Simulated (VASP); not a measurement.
# In3Cu (R-3m) in VASP: a series of runs, part 2 of 2

VASP 6.6.1.

## Step 4: Single point, LDA (21.94 Å³/atom)

The input, INCAR:

```
SYSTEM = In3Cu
PREC     = Accurate       ! precision mode
ENCUT    = 520            ! plane-wave cutoff, eV
EDIFF    = 1E-7           ! SCF threshold, eV
ISMEAR   = 0              ! smearing method
SIGMA    = 0.15           ! smearing width, eV
LREAL    = .False.        ! projectors in reciprocal space
LASPH    = .True.         ! aspherical terms in the spheres
NELM     = 60             ! most SCF steps
ALGO     = Fast           ! electronic algorithm
ISIF     = 2              ! what is computed and relaxed
LWAVE    = .False.        ! write WAVECAR
LCHARG   = .False.        ! write CHGCAR
GGA      = CA             ! functional
NBANDS   = 33             ! bands
```

The input, KPOINTS:

```
Automatic mesh
0
Gamma
  10 10 10
  0 0 0
```

The input, POSCAR:

```
In3Cu
1.0
    4.4450425400     -0.0784064491     -0.0784064491
   -0.0784064491      4.4450425400     -0.0784064491
   -0.0784064491     -0.0784064491      4.4450425400
In Cu
3 1
Direct
    0.0000000000      0.5000000000      0.5000000000
    0.5000000000      0.0000000000      0.5000000000
    0.5000000000      0.5000000000      0.0000000000
    0.0000000000      0.0000000000      0.0000000000
```

Potentials or basis: VASP PAW LDA potentials, release 64 (In_d, Cu).

On the command line:

```sh
$ cat potpaw_LDA.64/In_d/POTCAR potpaw_LDA.64/Cu/POTCAR > POTCAR
$ mpirun -np 1 vasp_std > vasp.out
```

OUTCAR:

```text
SYSTEM = In3Cu
   PREC = Accurate
   ENCUT = 520
   EDIFF = 1E-7
   ISMEAR = 0
   LREAL = .False.
   LASPH = .True.
   NELM = 60
   ISIF = 2
   GGA = CA

 ion  position               nearest neighbor table
   1  0.000  0.500  0.500-   2 3.09   2 3.09   4 3.09   4 3.09   3 3.09   3 3.09   4 3.20   3 3.20
                             2 3.20   3 3.20   4 3.20   2 3.20
   2  0.500  0.000  0.500-   1 3.09   1 3.09   4 3.09   3 3.09   4 3.09   3 3.09   3 3.20   3 3.20
                             1 3.20   4 3.20   4 3.20   1 3.20
   3  0.500  0.500  0.000-   4 3.09   4 3.09   1 3.09   2 3.09   1 3.09   2 3.09   4 3.20   1 3.20
                             1 3.20   4 3.20   2 3.20   2 3.20
   4  0.000  0.000  0.000-   3 3.09   3 3.09   1 3.09   1 3.09   2 3.09   2 3.09   3 3.20   1 3.20
                             2 3.20   3 3.20   2 3.20   1 3.20

  LATTYP: Found a trigonal (rhomboedric) cell.
 ALAT       =     4.4464253423
 COS(alpha) =    -0.0349452721

  Lattice vectors:

 A1 = (   4.4450425400,  -0.0784064491,  -0.0784064491)
 A2 = (  -0.0784064491,   4.4450425400,  -0.0784064491)
 A3 = (  -0.0784064491,  -0.0784064491,   4.4450425400)

Analysis of symmetry for initial positions (statically):
=====================================================================
 Subroutine PRICEL returns:
 Original cell was already a primitive cell.

 Routine SETGRP: Setting up the symmetry group for a
 trigonal (rhombohedral) supercell.

 Subroutine GETGRP returns: Found 12 space group operations
 (whereof 12 operations were pure point group operations)
 out of a pool of 12 trial point group operations.

The static configuration has the point symmetry D_3d.

Analysis of symmetry for dynamics (positions and initial velocities):
=====================================================================
 Subroutine PRICEL returns:
 Original cell was already a primitive cell.

 Routine SETGRP: Setting up the symmetry group for a
 trigonal (rhombohedral) supercell.

 Subroutine GETGRP returns: Found 12 space group operations
 (whereof 12 operations were pure point group operations)
 out of a pool of 12 trial point group operations.

The dynamic configuration has the point symmetry D_3d.

 Subroutine INISYM returns: Found 12 space group operations
 (whereof 12 operations are pure point group operations),
 and found     1 'primitive' translations

----------------------------------------------------------------------------------------

                                     Primitive cell

  volume of cell :      87.7440

  direct lattice vectors                    reciprocal lattice vectors
     4.445042540 -0.078406449 -0.078406449     0.225112322  0.004042072  0.004042072
    -0.078406449  4.445042540 -0.078406449     0.004042072  0.225112322  0.004042072
    -0.078406449 -0.078406449  4.445042540     0.004042072  0.004042072  0.225112322

  length of vectors
     4.446425342  4.446425342  4.446425342     0.225184889  0.225184889  0.225184889

  position of ions in fractional coordinates (direct lattice)
     1.000000000  0.500000000  0.500000000
     0.500000000  1.000000000  0.500000000
     0.500000000  0.500000000  1.000000000
     0.000000000  0.000000000  0.000000000

  ion indices of the primitive-cell ions
   primitive index   ion index
                 1           1
                 2           2
                 3           3
                 4           4

[... 25 lines left out ...]

 Following reciprocal coordinates:
            Coordinates               Weight
  0.000000  0.000000  0.000000      1.000000
  0.100000  0.000000  0.000000      6.000000
  0.200000  0.000000  0.000000      6.000000
  0.300000  0.000000  0.000000      6.000000
  0.400000  0.000000  0.000000      6.000000
  0.500000  0.000000  0.000000      3.000000
[... 16 lines left out ...]
  0.300000  0.300000  0.000000      6.000000
  0.400000  0.300000  0.000000     12.000000
 [... further k-points ...]
   k-points           NKPTS =    116   k-points in BZ     NKDIM =    116   number of bands    NBANDS=     33
   number of dos      NEDOS =    301   number of ions     NIONS =      4
   total plane-waves  NPLWV =  46656
   dimension x,y,z NGX =    36 NGY =   36 NGZ =   36
   dimension x,y,z NGXF=    72 NGYF=   72 NGZF=   72
   ions per type =               3   1
   NGX,Y,Z   is equivalent  to a cutoff of  13.46, 13.46, 13.46 a.u.
   NGXF,Y,Z  is equivalent  to a cutoff of  26.92, 26.92, 26.92 a.u.
 SYSTEM =  In3Cu
   PREC   = accura    normal or accurate (medium, high low for compatibility)
   ISTART =      0    job   : 0-new  1-cont  2-samecut
   ICHARG =      2    charge: 1-file 2-atom 10-const
   ISPIN  =      1    spin polarized calculation?
   LNONCOLLINEAR =      F non collinear calculations
   LSORBIT =      F    spin-orbit coupling
   LASPH  =      T    aspherical Exc in radial PAW
   ENCUT  =  520.0 eV  38.22 Ry    6.18 a.u.   8.27  8.27  8.27*2*pi/ulx,y,z
   NELM   =     60;   NELMIN=  2; NELMDL= -5     # of ELM steps
   EDIFF  = 0.1E-06   stopping-criterion for ELM
   LREAL  =      F    real-space projection
   EDIFFG = 0.1E-05   stopping-criterion for IOM
   NSW    =      0    number of steps for IOM
   IBRION =     -1    ionic relax: 0-MD 1-quasi-New 2-CG
   NFREE  =      0    steps in history (QN), initial steepest desc. (CG)
   ISIF   =      2    stress and relaxation
   ISYM   =      2    0-nonsym 1-usesym 2-fastsym
   POTIM  = 0.5000    time-step for ionic-motion
   TEBEG  =    0.0;   TEEND  =   0.0 temperature during run
   PSTRESS=    0.0 pullay stress
   NELECT =      50.0000    total number of electrons
   NUPDOWN=      -1.0000    fix difference up-down
   EMIN   =  10.00;   EMAX   =-10.00  energy-range for DOS
   EFERMI =   0.00;   METHOD = LEGACY
   ISMEAR =     0;   SIGMA  =   0.15  broadening in eV -4-tet -1-fermi 0-gaus
   EFERMI_NEDOS =   21; number of points for ismear=-14 and -15
   IALGO  =     68    algorithm
   IMIX   =      4    mixing-type and parameters
     AMIX     =   0.40;   BMIX     =  1.00
     AMIX_MAG =   1.60;   BMIX_MAG =  1.00
  volume/ion in A,a.u.               =      21.94       148.03
  Fermi-wavevector in a.u.,A,eV,Ry     =   1.357247  2.564826 25.063572  1.842121
  Thomas-Fermi vector in A             =   2.484182
   LORBIT       =      0    0 simple, 1 ext, 2 COOP (PROOUT), +10 PAW based schemes
   GGA     = CA    functional components
   LHFCALC =     F    Hartree Fock is set to
   AEXX    =    0.0000 exact exchange contribution
   IVDW    =     0    specifies the selected vdW correction
   LEPSILON=     F    determine dielectric tensor
   LRPA    =     F    only Hartree local field effects (RPA)
 non-spin polarized calculation
 RMM-DIIS sequential band-by-band and
 Gauss-broadening in eV      SIGMA  =   0.15
  energy-cutoff  :      520.00
  volume of cell :       87.74
 maximum number of plane-waves:      2394
 NGX is ok and might be reduce to    36
   NGX = 17   NGY = 17   NGZ = 17

 number of electron      50.0000039 magnetization

 Free energy of the ion-electron system (eV)
  ---------------------------------------------------
  ext. energy  EPLUGINS =         0.00000000
  ---------------------------------------------------
  free energy    TOTEN  =       -13.54366364 eV

  energy without entropy =      -13.52816976  energy(sigma->0) =      -13.53591670

 E-fermi :   7.5758     XC(G=0): -11.0433

 val. band max:        7.5608755134   @ k =  -0.3000   0.2000   0.2000
 cond. band min:       7.5956846513   @ k =   0.3000   0.2000   0.0000
 fundamental gap:      0.0348091379
 Fermi energy:         7.5758233297

 k-point     1 :       0.0000    0.0000    0.0000
  band No.  band energies     occupation
      1      -7.3682      2.00000
      2      -7.3675      2.00000
      3      -7.3675      2.00000
      4      -7.3094      2.00000
      5      -7.1047      2.00000
      6      -7.1047      2.00000
[... 853 lines left out ...]
     32      13.7534      0.00000
     33      14.5026      0.00000

 [... further k-points ...]
[... 5 lines left out ...]
  --------------------------------------------------------------------------------------
  -------------------------------------------------------------------------------------
  Total       -2.1912252     -2.1912252     -2.1912252      0.0159546      0.0159546      0.0159546
  in kB      -40.0110708    -40.0110708    -40.0110708      0.2913262      0.2913262      0.2913262
  external PRESSURE =     -40.0110708 kB  Pullay stress =       0.0000000 kB

 VOLUME and BASIS-vectors are now :
 -----------------------------------------------------------------------------
  energy-cutoff  :      520.00
  volume of cell :       87.74
      direct lattice vectors                 reciprocal lattice vectors
     4.445042540 -0.078406449 -0.078406449     0.225112322  0.004042072  0.004042072
    -0.078406449  4.445042540 -0.078406449     0.004042072  0.225112322  0.004042072
    -0.078406449 -0.078406449  4.445042540     0.004042072  0.004042072  0.225112322

 POSITION                                       TOTAL-FORCE (eV/Angst)
 -----------------------------------------------------------------------------------
     -0.07841      2.18332      2.18332         0.000000     -0.000000      0.000000
      2.18332     -0.07841      2.18332         0.000000      0.000000      0.000000
      2.18332      2.18332     -0.07841        -0.000000      0.000000      0.000000
      0.00000      0.00000      0.00000         0.000000      0.000000      0.000000
 -----------------------------------------------------------------------------------
    total drift:                                0.000000      0.000000      0.000000

  FREE ENERGIE OF THE ION-ELECTRON SYSTEM (eV)
  ---------------------------------------------------
  free  energy   TOTEN  =       -13.5436636404 eV

  energy  without entropy=      -13.5281697563  energy(sigma->0) =      -13.53591670
```

Wall time 14 min (1 thread of Intel Xeon 8259CL, shared host); peak memory 0.39 GiB.

Results:

```yaml
Free_energy: -13.5437 eV
Pressure: -4.0 GPa
Band_gap_on_the_k_mesh: zero (bands 25 and 26 overlap by 4.13 eV)
```

Caveat: the cell stands under tension; spin-orbit coupling is left out, which moves the levels of the heavy elements.

## Step 5: Single point, LDA (21.39 Å³/atom)

This run uses another cell than the first one, of 21.39 Å³/atom.

The input, INCAR:

```
ALGO = Fast
EDIFF = 1E-7
ENCUT = 520
GGA = CA
ISIF = 2
ISMEAR = 0
LASPH = T
LCHARG = F
LREAL = F
LWAVE = F
NBANDS = 33
NELM = 60
PREC = Accurate
SIGMA = 0.15
```

The input, KPOINTS:

```
k-points
0
Gamma
  10 10 10
```

The input, POSCAR:

```
In3Cu
1.0
    4.4081460385      0.0792193582      0.0792193582
    0.0792193582      4.4081460385      0.0792193582
    0.0792193582      0.0792193582      4.4081460385
In Cu
3 1
Direct
    0.0000000000      0.5000000000      0.5000000000
    0.5000000000      0.0000000000      0.5000000000
    0.5000000000      0.5000000000      0.0000000000
    0.0000000000      0.0000000000      0.0000000000
```

On the command line:

```sh
$ cat potpaw_LDA.64/In_d/POTCAR potpaw_LDA.64/Cu/POTCAR > POTCAR
$ mpirun -np 1 vasp_std > vasp.out
```

Wall time 11 min (1 thread of Intel Xeon 8259CL, shared host); peak memory 0.38 GiB.

It converged, with:

| Property | Result |
| --- | --- |
| Free energy | -13.5836 eV |
| Pressure | -2.8 GPa |
| Band gap on the k mesh | zero (bands 25 and 26 overlap by 4.04 eV) |

Stress tensor (GPa, compression positive):
```
-2.83 -0.28 -0.28
-0.28 -2.83 -0.28
-0.28 -0.28 -2.83
```

Levels at points of the mesh, in eV from the Fermi level:
```tsv
k point	band 23	band 24	band 25	band 26	band 27	band 28
(0.00, 0.00, 0.00)	-1.92	-1.92	-0.63	-0.63	0.63	4.74
(0.50, 0.00, 0.00)	-0.67	0.17	0.60	1.13	1.20	1.23
(0.50, 0.50, 0.00)	-2.47	-2.34	2.14	2.17	3.00	3.16
(0.50, 0.50, 0.50)	-2.53	-2.53	-2.07	-1.91	-1.91	-1.15
```

Caveat: spin-orbit coupling is left out, which moves the levels of the heavy elements.

## Step 6: Overview

| cell | further INCAR settings | gap on the mesh (eV) | pressure (GPa) |
| --- | --- | --- | --- |
| a = 4.450 Å, angles 86.9°, 4 atoms | ALGO = Fast; EDIFF = 1e-06; NBANDS = 33 | none | -3.9 |
| a = 4.446 Å, angles 87.9°, 4 atoms | ALGO = Fast; EDIFF = 1e-07; NBANDS = 33 | none | -4.0 |
| a = 4.446 Å, angles 92.0°, 4 atoms | ALGO = Fast; EDIFF = 1e-07; NBANDS = 33 | none | -4.0 |
| a = 4.410 Å, angles 87.9°, 4 atoms | ALGO = Fast; EDIFF = 1e-07; NBANDS = 33 | none | -2.8 |

Alike in all rows: task single point; level LDA; potentials or basis VASP PAW LDA potentials, release 64 (In_d, Cu); no spin polarisation; k mesh 10 × 10 × 10; cutoff (eV) 520; smearing gaussian 0.15 eV.

Caveats: spin-orbit coupling is left out, which moves the levels of the heavy elements; the cell stands under tension (at least some runs).

Total energies depend on the potentials used, so only differences within one code and one set of settings carry meaning.
